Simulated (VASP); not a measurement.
# V (Im-3m) in VASP: notebook

Runs on V. Level: PBEsol. Tasks: single point, relaxation of cell and atoms.

Everything below comes from runs of VASP 6.6.1. Logs are shortened: lines on timing, memory, paths and dates and some standing lists are left out, and cuts for length are marked.

### 1 The cell of the first run

Symmetry: Im-3m, No. 229, cubic system. The conventional cell has a = 2.966 Å, b = 2.966 Å, c = 2.966 Å, α = 90.00°, β = 90.00°, γ = 90.00°. V (site symmetry m-3m) has 14 V at 2.57 to 2.97 Å within 3.4 Å.

### 2 Single point, PBEsol

Input file INCAR:

```
PREC = Accurate
ENCUT = 520
EDIFF = 1E-6
ISMEAR = 0
SIGMA = 0.1
LREAL = False
LASPH = True
NELM = 80
ALGO = Normal
ISIF = 2
LWAVE = False
LCHARG = False
GGA = PS
NBANDS = 12
```

Input file KPOINTS:

```
regular mesh
0
Gamma
  10 10 10
```

Input file POSCAR:

```
V
1.0
   -1.4831357492      1.4831357492      1.4831357492
    1.4831357492     -1.4831357492      1.4831357492
    1.4831357492      1.4831357492     -1.4831357492
V
1
Direct
    0.0000000000      0.0000000000      0.0000000000
```

Potentials or basis: VASP PAW PBE potentials, release 64 (V_sv).

On the command line:

```
cat potpaw_PBE.64/V_sv/POTCAR > POTCAR
mpirun -np 1 vasp_std > vasp.out
```

OUTCAR:

```text
PREC = Accurate
   ENCUT = 520
   EDIFF = 1E-6
   ISMEAR = 0
   LREAL = False
   LASPH = True
   NELM = 80
   ISIF = 2
   GGA = PS

 ion  position               nearest neighbor table
   1  0.000  0.000  0.000-

  LATTYP: Found a body centered cubic cell.
 ALAT       =     2.9662714984

  Lattice vectors:

 A1 = (  -1.4831357492,   1.4831357492,   1.4831357492)
 A2 = (   1.4831357492,  -1.4831357492,   1.4831357492)
 A3 = (   1.4831357492,   1.4831357492,  -1.4831357492)

Analysis of symmetry for initial positions (statically):
=====================================================================
 Subroutine PRICEL returns:
 Original cell was already a primitive cell.

 Routine SETGRP: Setting up the symmetry group for a
 body centered cubic supercell.

 Subroutine GETGRP returns: Found 48 space group operations
 (whereof 48 operations were pure point group operations)
 out of a pool of 48 trial point group operations.

The static configuration has the point symmetry O_h .

Analysis of symmetry for dynamics (positions and initial velocities):
=====================================================================
 Subroutine PRICEL returns:
 Original cell was already a primitive cell.

 Routine SETGRP: Setting up the symmetry group for a
 body centered cubic supercell.

 Subroutine GETGRP returns: Found 48 space group operations
 (whereof 48 operations were pure point group operations)
 out of a pool of 48 trial point group operations.

The dynamic configuration has the point symmetry O_h .

 Subroutine INISYM returns: Found 48 space group operations
 (whereof 48 operations are pure point group operations),
 and found     1 'primitive' translations

----------------------------------------------------------------------------------------

                                     Primitive cell

  volume of cell :      13.0498

  direct lattice vectors                    reciprocal lattice vectors
    -1.483135749  1.483135749  1.483135749     0.000000000  0.337123557  0.337123557
     1.483135749 -1.483135749  1.483135749     0.337123557  0.000000000  0.337123557
     1.483135749  1.483135749 -1.483135749     0.337123557  0.337123557  0.000000000

  length of vectors
     2.568866472  2.568866472  2.568866472     0.476764707  0.476764707  0.476764707

  position of ions in fractional coordinates (direct lattice)
     0.000000000  0.000000000  0.000000000

  ion indices of the primitive-cell ions
   primitive index   ion index
                 1           1

----------------------------------------------------------------------------------------

 KPOINTS: regular mesh

Automatic generation of k-mesh.
 Grid dimensions read from file:
 generate k-points for:   10   10   10

 Generating k-lattice:

  Cartesian coordinates                     Fractional coordinates (reciprocal lattice)
     0.000000000  0.033712356  0.033712356     0.100000000  0.000000000  0.000000000
     0.033712356  0.000000000  0.033712356     0.000000000  0.100000000  0.000000000
     0.033712356  0.033712356  0.000000000     0.000000000  0.000000000  0.100000000

  Length of vectors
     0.047676471  0.047676471  0.047676471

  Shift w.r.t. Gamma in fractional coordinates (k-lattice)
     0.000000000  0.000000000  0.000000000

 Subroutine IBZKPT returns following result:
 ===========================================

 Found     47 irreducible k-points:

 Following reciprocal coordinates:
            Coordinates               Weight
  0.000000  0.000000  0.000000      1.000000
  0.100000  0.000000  0.000000     12.000000
  0.200000  0.000000  0.000000     12.000000
  0.300000  0.000000  0.000000     12.000000
  0.400000  0.000000  0.000000     12.000000
  0.500000  0.000000  0.000000      6.000000
[... 16 lines left out ...]
  0.300000  0.300000  0.100000      8.000000
 -0.300000  0.300000  0.100000     24.000000
 [... further k-points ...]
   k-points           NKPTS =     47   k-points in BZ     NKDIM =     47   number of bands    NBANDS=     12
   number of dos      NEDOS =    301   number of ions     NIONS =      1
   total plane-waves  NPLWV =   8000
   dimension x,y,z NGX =    20 NGY =   20 NGZ =   20
   dimension x,y,z NGXF=    40 NGYF=   40 NGZF=   40
   ions per type =               1
   NGX,Y,Z   is equivalent  to a cutoff of  12.94, 12.94, 12.94 a.u.
   NGXF,Y,Z  is equivalent  to a cutoff of  25.89, 25.89, 25.89 a.u.
 SYSTEM =  unknown system
   PREC   = accura    normal or accurate (medium, high low for compatibility)
   ISTART =      0    job   : 0-new  1-cont  2-samecut
   ICHARG =      2    charge: 1-file 2-atom 10-const
   ISPIN  =      1    spin polarized calculation?
   LNONCOLLINEAR =      F non collinear calculations
   LSORBIT =      F    spin-orbit coupling
   LASPH  =      T    aspherical Exc in radial PAW
   ENCUT  =  520.0 eV  38.22 Ry    6.18 a.u.   4.78  4.78  4.78*2*pi/ulx,y,z
   NELM   =     80;   NELMIN=  2; NELMDL= -5     # of ELM steps
   EDIFF  = 0.1E-05   stopping-criterion for ELM
   LREAL  =      F    real-space projection
   EDIFFG = 0.1E-04   stopping-criterion for IOM
   NSW    =      0    number of steps for IOM
   IBRION =     -1    ionic relax: 0-MD 1-quasi-New 2-CG
   NFREE  =      0    steps in history (QN), initial steepest desc. (CG)
   ISIF   =      2    stress and relaxation
   ISYM   =      2    0-nonsym 1-usesym 2-fastsym
   POTIM  = 0.5000    time-step for ionic-motion
   TEBEG  =    0.0;   TEEND  =   0.0 temperature during run
   PSTRESS=    0.0 pullay stress
   NELECT =      13.0000    total number of electrons
   NUPDOWN=      -1.0000    fix difference up-down
   EMIN   =  10.00;   EMAX   =-10.00  energy-range for DOS
   EFERMI =   0.00;   METHOD = LEGACY
   ISMEAR =     0;   SIGMA  =   0.10  broadening in eV -4-tet -1-fermi 0-gaus
   EFERMI_NEDOS =   21; number of points for ismear=-14 and -15
   IALGO  =     38    algorithm
   IMIX   =      4    mixing-type and parameters
     AMIX     =   0.40;   BMIX     =  1.00
     AMIX_MAG =   1.60;   BMIX_MAG =  1.00
  volume/ion in A,a.u.               =      13.05        88.06
  Fermi-wavevector in a.u.,A,eV,Ry     =   1.635015  3.089730 36.372097  2.673274
  Thomas-Fermi vector in A             =   2.726558
   LORBIT       =      0    0 simple, 1 ext, 2 COOP (PROOUT), +10 PAW based schemes
   GGA     = PS    functional components
   LHFCALC =     F    Hartree Fock is set to
   AEXX    =    0.0000 exact exchange contribution
   IVDW    =     0    specifies the selected vdW correction
   LEPSILON=     F    determine dielectric tensor
   LRPA    =     F    only Hartree local field effects (RPA)
 non-spin polarized calculation
 Gauss-broadening in eV      SIGMA  =   0.10
  energy-cutoff  :      520.00
  volume of cell :       13.05
 maximum number of plane-waves:       370
   NGX =  9   NGY =  9   NGZ =  9

 number of electron      12.9999998 magnetization

 Free energy of the ion-electron system (eV)
  ---------------------------------------------------
  ext. energy  EPLUGINS =         0.00000000
  ---------------------------------------------------
  free energy    TOTEN  =        -9.63433829 eV

  energy without entropy =       -9.62427491  energy(sigma->0) =       -9.62930660

 E-fermi :   9.9518     XC(G=0): -13.2386

 val. band max:        9.9426014653   @ k =   0.1000   0.1000   0.0000
 cond. band min:       9.9906501348   @ k =  -0.2000   0.3000   0.1000
 fundamental gap:      0.0480486695
 Fermi energy:         9.9518200009

 k-point     1 :       0.0000    0.0000    0.0000
  band No.  band energies     occupation
      1     -53.5263      2.00000
      2     -26.8709      2.00000
      3     -26.8709      2.00000
      4     -26.8709      2.00000
      5       3.2951      2.00000
      6      10.3460      0.00000
      7      10.3460      0.00000
      8      10.3460      0.00000
      9      12.4299      0.00000
     10      12.4299      0.00000
     11      30.6993      0.00000
     12      30.6993      0.00000

 k-point     2 :       0.1000    0.0000    0.0000
  band No.  band energies     occupation
      1     -53.5049      2.00000
      2     -26.9710      2.00000
      3     -26.9012      2.00000
      4     -26.8716      2.00000
      5       3.7063      2.00000
      6      10.1704      0.00199
      7      10.2981      0.00000
      8      10.6446      0.00000
      9      12.2449      0.00000
     10      12.4426      0.00000
     11      30.0336      0.00000
     12      30.6049      0.00000

 k-point     3 :       0.2000    0.0000    0.0000
  band No.  band energies     occupation
      1     -53.4485      2.00000
      2     -27.2287      2.00000
      3     -26.9801      2.00000
      4     -26.8737      2.00000
      5       4.8099      2.00000
      6       9.7363      1.99770
      7      10.0476      0.17548
      8      11.4787      0.00000
      9      12.0566      0.00000
     10      12.4975      0.00000
     11      27.9565      0.00000
     12      29.6597      0.00000
[... 286 lines left out ...]
 k-point    23 :       0.3000    0.3000    0.1000
  band No.  band energies     occupation
      1     -53.2797      2.00000
      2     -27.5041      2.00000
      3     -27.5041      2.00000
      4     -27.0834      2.00000
      5       8.2227      2.00000
      6       9.0304      2.00000
      7       9.0304      2.00000
      8      12.7979      0.00000
      9      12.7979      0.00000
     10      19.4982      0.00000
     11      19.4982      0.00000
     12      21.4251      0.00000

 k-point    24 :      -0.3000    0.3000    0.1000
  band No.  band energies     occupation
      1     -53.3609      2.00000
      2     -27.5242      2.00000
      3     -27.1106      2.00000
      4     -26.9487      2.00000
      5       6.3934      2.00000
      6       9.5494      2.00000
      7       9.7108      1.99935
      8      11.6675      0.00000
      9      12.5700      0.00000
     10      13.0668      0.00000
     11      25.1102      0.00000
     12      28.0182      0.00000

 [... further k-points ...]
[... 5 lines left out ...]
  --------------------------------------------------------------------------------------
  -------------------------------------------------------------------------------------
  Total       -0.0041931     -0.0041931     -0.0041931     -0.0000000     -0.0000000      0.0000000
  in kB       -0.5148042     -0.5148042     -0.5148042     -0.0000000     -0.0000000      0.0000000
  external PRESSURE =      -0.5148042 kB  Pullay stress =       0.0000000 kB

 VOLUME and BASIS-vectors are now :
 -----------------------------------------------------------------------------
  energy-cutoff  :      520.00
  volume of cell :       13.05
      direct lattice vectors                 reciprocal lattice vectors
    -1.483135749  1.483135749  1.483135749     0.000000000  0.337123557  0.337123557
     1.483135749 -1.483135749  1.483135749     0.337123557  0.000000000  0.337123557
     1.483135749  1.483135749 -1.483135749     0.337123557  0.337123557  0.000000000

 POSITION                                       TOTAL-FORCE (eV/Angst)
 -----------------------------------------------------------------------------------
      0.00000      0.00000      0.00000         0.000000      0.000000      0.000000
 -----------------------------------------------------------------------------------
    total drift:                                0.000000     -0.000000     -0.000000

  FREE ENERGIE OF THE ION-ELECTRON SYSTEM (eV)
  ---------------------------------------------------
  free  energy   TOTEN  =        -9.6343382939 eV

  energy  without entropy=       -9.6242749088  energy(sigma->0) =       -9.62930660
```

It took 5.9 s on 1 thread of AMD EPYC 7R13 (Zen 3), shared host; peak memory 0.09 GiB.

Results:

- Free energy: -9.6343 eV
- Pressure: -0.1 GPa

Levels at points of the mesh, in eV from the Fermi level:
```tsv
k point	band 2	band 3	band 4	band 5	band 6	band 7	band 8	band 9	band 10	band 11
(0.00, 0.00, 0.00)	-36.82	-36.82	-36.82	-6.66	0.39	0.39	0.39	2.48	2.48	20.75
(0.50, 0.00, 0.00)	-37.83	-37.13	-36.83	-3.30	-1.21	1.77	2.49	2.86	4.28	10.56
(0.50, 0.50, 0.50)	-37.50	-37.50	-37.50	-3.16	-3.16	3.87	3.87	3.87	10.48	10.48
```

Caveat: the PAW data sets were made with another functional, which shifts forces and pressure a little.

### 3 Single point, PBEsol, collinear spin, ferromagnetic start

This run uses another cell than the first one, of 13.94 Å³/atom, 1.068 times its volume.

Input file INCAR:

```
ALGO     = Fast           # electronic algorithm
EDIFF    = 1E-6           # SCF threshold, eV
ENCUT    = 520            # plane-wave cutoff, eV
GGA      = PS             # functional
ISIF     = 2              # what is computed and relaxed
ISMEAR   = 0              # smearing method
ISPIN    = 2              # spin polarisation
LASPH    = T              # aspherical terms in the spheres
LCHARG   = F              # write CHGCAR
LMAXMIX  = 4              # l up to which the mixer works
LORBIT   = 11             # projections on sites
LREAL    = F              # projectors in reciprocal space
LWAVE    = F              # write WAVECAR
MAGMOM   = 2              # initial moments
NBANDS   = 16             # bands
NELM     = 150            # most SCF steps
PREC     = Accurate       # precision mode
SIGMA    = 0.1            # smearing width, eV
```

Input file KPOINTS:

```
k-points
0
Gamma
  8 8 8
```

Input file POSCAR:

```
V
1.0
   -1.5161409175      1.5161409175      1.5161409175
    1.5161409175     -1.5161409175      1.5161409175
    1.5161409175      1.5161409175     -1.5161409175
V
1
Direct
    0.0000000000      0.0000000000      0.0000000000
```

Potentials or basis: VASP PAW PBE potentials, release 64 (V_sv).

On the command line:

```
cat potpaw_PBE.64/V_sv/POTCAR > POTCAR
mpirun -np 1 vasp_std > vasp.out
```

Run time: 14 s. Hardware: 1 thread of AMD EPYC 7R13 (Zen 3), shared host; peak memory 0.1 GiB.

Results (log left out):

| Quantity | Value |
| --- | --- |
| Free energy | -9.6090 eV |
| Pressure | -13.5 GPa |
| Net moment | 0.01 μB per cell |
| Valence electrons inside the program's atomic spheres | V 11.61 |

Levels at points of the mesh, in eV from the Fermi level:
Spin up:
```tsv
k point	band 4	band 5	band 6	band 7	band 8	band 9
(0.00, 0.00, 0.00)	-36.96	-6.55	0.41	0.41	0.41	2.33
(0.50, 0.00, 0.00)	-36.96	-3.09	-1.07	1.50	2.32	2.67
(0.50, 0.50, 0.50)	-37.52	-2.87	-2.87	3.59	3.59	3.59
```
Spin down:
| k point | band 2 | band 3 | band 4 | band 5 | band 6 | band 7 | band 8 | band 9 | band 10 | band 11 |
| --- | --- | --- | --- | --- | --- | --- | --- | --- | --- | --- |
| (0.00, 0.00, 0.00) | -36.95 | -36.95 | -36.95 | -6.55 | 0.41 | 0.41 | 0.41 | 2.33 | 2.33 | 20.19 |
| (0.50, 0.00, 0.00) | -37.77 | -37.21 | -36.96 | -3.08 | -1.07 | 1.50 | 2.33 | 2.67 | 3.97 | 9.75 |
| (0.50, 0.50, 0.50) | -37.51 | -37.51 | -37.51 | -2.86 | -2.86 | 3.60 | 3.60 | 3.60 | 9.84 | 9.84 |

Caveat: the k points lie up to 0.37 Å⁻¹ apart; the PAW data sets were made with another functional, which shifts forces and pressure a little.

### 4 Relaxation of cell and atoms, PBEsol

This run uses another cell than the first one, of 13.94 Å³/atom, 1.068 times its volume.

Input file INCAR:

```
ALGO     = Normal         # electronic algorithm
EDIFF    = 1E-6           # SCF threshold, eV
EDIFFG   = -0.05          # ionic threshold
ENCUT    = 600            # plane-wave cutoff, eV
GGA      = PS             # functional
IBRION   = 2              # ionic algorithm
ISIF     = 3              # what is computed and relaxed
ISMEAR   = 0              # smearing method
LASPH    = True           # aspherical terms in the spheres
LCHARG   = False          # write CHGCAR
LREAL    = False          # projectors in reciprocal space
LWAVE    = False          # write WAVECAR
NELM     = 80             # most SCF steps
NSW      = 80             # ionic steps
PREC     = Accurate       # precision mode
SIGMA    = 0.1            # smearing width, eV
```

Input file KPOINTS:

```
k-points
0
Gamma
  10 10 10
```

POSCAR is that of step 3.

On the command line:

```
cat potpaw_PBE.64/V_sv/POTCAR > POTCAR
mpirun -np 1 vasp_std > vasp.out
```

It took 17 s on 1 thread of AMD EPYC 7R13 (Zen 3), shared host; peak memory 0.12 GiB.

Results (log left out):

```yaml
Free_energy: -9.6352 eV
Relaxed_volume: 13.06 Å³/atom
Relaxed_cell: a = 2.569 Å, b = 2.569 Å, c = 2.569 Å, α = 109.47°, β = 109.47°, γ = 109.47°
Space_group_after_relaxing_to_0.05_Å: Im-3m (No. 229)
Energy_gained_by_relaxing: 34.9 meV/atom
Ionic_steps: 3
Pressure_after_relaxing: -0.3 GPa
```

Step by step:
```csv
step,energy change (eV),largest force (eV/Å),pressure (GPa),volume (Å³)
1,0.0000,0.0000,-11.79,13.94
2,0.0262,0.0000,19.42,11.97
3,-0.0349,0.0000,-0.33,13.06
```

Final structure:
```xyz
1
Lattice="-1.4834 1.4834 1.4834 1.4834 -1.4834 1.4834 1.4834 1.4834 -1.4834" Properties=species:S:1:pos:R:3 pbc="T T T"
V     0.0000    0.0000    0.0000
```

Levels at points of the mesh, in eV from the Fermi level:
```
           k point  band 2  band 3  band 4  band 5  band 6  band 7  band 8  band 9  band 10
(0.00, 0.00, 0.00)  -36.82  -36.82  -36.82   -6.66    0.39    0.39    0.39    2.48     2.48
(0.50, 0.00, 0.00)  -37.83  -37.14  -36.83   -3.30   -1.21    1.77    2.49    2.86     4.28
(0.50, 0.50, 0.50)  -37.51  -37.51  -37.51   -3.16   -3.16    3.87    3.87    3.87    10.48
```

Caveat: the PAW data sets were made with another functional, which shifts forces and pressure a little.

### 5 Summary

```csv
task,spin,cell,k mesh,cutoff (eV),gap on the mesh (eV),pressure (GPa)
single point,off,"a = 2.569 Å, angles 109.5°, 1 atom",10 × 10 × 10,520,none,-0.1
single point,"collinear, ferromagnetic start","a = 2.626 Å, angles 109.5°, 1 atom",8 × 8 × 8,520,none,-13.5
relaxation of cell and atoms,off,"relaxed from a = 2.626 Å, angles 109.5°, 1 atom",10 × 10 × 10,600,none,-0.3
```

Alike in all rows: level PBEsol; potentials or basis VASP PAW PBE potentials, release 64 (V_sv); smearing gaussian 0.1 eV.

Caveats: some runs use coarse meshes; the PAW data sets were made with another functional, which shifts forces and pressure a little.

Absolute energies hang on the potentials; compare differences alone.
